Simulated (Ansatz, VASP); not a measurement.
**Two plane-wave programs on C**

Contents of POSCAR:

```
C
1.0
    3.5602834153      0.0000000000      0.0000000000
    0.0000000000     -3.5602834153      0.0000000000
    0.0000000000      0.0000000000     -3.5602834153
C
8
Direct
    0.5000000000      0.0000000000     -0.0035109564
    0.0000000000      0.5000000000      0.0000000000
    0.0000000000      0.0000000000      0.5000000000
    0.5000000000      0.5000000000      0.5000000000
    0.7500000000      0.7500000000      0.7500000000
    0.2500000000      0.2500000000      0.7500000000
    0.2500000000      0.7500000000      0.2500000000
    0.7500000000      0.2500000000      0.2500000000
```

Contents of INCAR.step1:

```
SYSTEM = C
PREC = Accurate ; ENCUT = 520
ISMEAR = 0 ; SIGMA = 0.05
LREAL = .False. ; LASPH = .True.
NELM = 60 ; NBANDS = 26
GGA = PE ; ALGO = Normal
EDIFF = 1E-4 ; LWAVE = .True.
LCHARG = .False.
```

Contents of INCAR.step2:

```
SYSTEM = C
PREC = Accurate ; ENCUT = 520
EDIFF = 1E-6 ; ISMEAR = 0
SIGMA = 0.05 ; LREAL = .False.
LASPH = .True. ; NELM = 60
ALGO = Normal ; ISIF = 2
LWAVE = .False. ; LCHARG = .False.
METAGGA = R2SCAN ; LMIXTAU = .True.
NBANDS = 26 ; ISTART = 1
```

The input KPOINTS:

```
Automatic mesh
0
Gamma
  6 6 6
  0 0 0
```

Input for Ansatz:

```yaml
crystal:
  lattice:
    - [3.5602834153, 0.0, 0.0]
    - [0.0, -3.5602834153, 0.0]
    - [0.0, 0.0, -3.5602834153]
  atoms:
    - { symbol: C, position: [0.5, 0.0, -0.0035109564] }
    - { symbol: C, position: [0.0, 0.5, 0.0] }
    - { symbol: C, position: [0.0, 0.0, 0.5] }
    - { symbol: C, position: [0.5, 0.5, 0.5] }
    - { symbol: C, position: [0.75, 0.75, 0.75] }
    - { symbol: C, position: [0.25, 0.25, 0.75] }
    - { symbol: C, position: [0.25, 0.75, 0.25] }
    - { symbol: C, position: [0.75, 0.25, 0.25] }
basis:
  ecutwfc: 500
kpoints:
  mp_grid: { grid: [6, 6, 6] }
hamiltonian:
  xc: r2scan
scf:
  occupations: { method: gaussian, width: 0.05 }
output:
  forces: true
  stress: true
  eigenvalues: true
```

Alike in both runs: task single point; functional r2SCAN; k mesh 6 × 6 × 6; occupations gaussian, width 0.05 eV; no spin polarisation.

|  | VASP | Ansatz |
| --- | --- | --- |
| version | VASP 6.6.1 | Ansatz 0.2.0 |
| potentials or method | VASP PAW PBE potentials, release 64 (C), cutoff 520 eV | scalar-relativistic, plane waves, PAW |
| valence electrons in the cell | 32 | 32 |

|  | VASP | Ansatz | Ansatz less VASP |
| --- | --- | --- | --- |
| gap on the k mesh at the Fermi level (eV) | 4.30 | 4.33 | +0.030 |
| least direct gap on the mesh (eV) | 4.91 | 4.93 | +0.023 |
| pressure (GPa) | 1.1 | 0.0 | -1.10 |
| traceless stress, the component that is largest in VASP (GPa) | 0.11 | 0.10 | -0.016 |
| rms of the force components (eV/Å) | 0.133 | 0.133 | -0.0007 |

VASP's potentials were made for PBE, not for r2SCAN. Atom by atom the forces differ by 0.001 eV/Å (rms over components). The functional is the same, so the differences come from potentials, cutoffs and numerics.
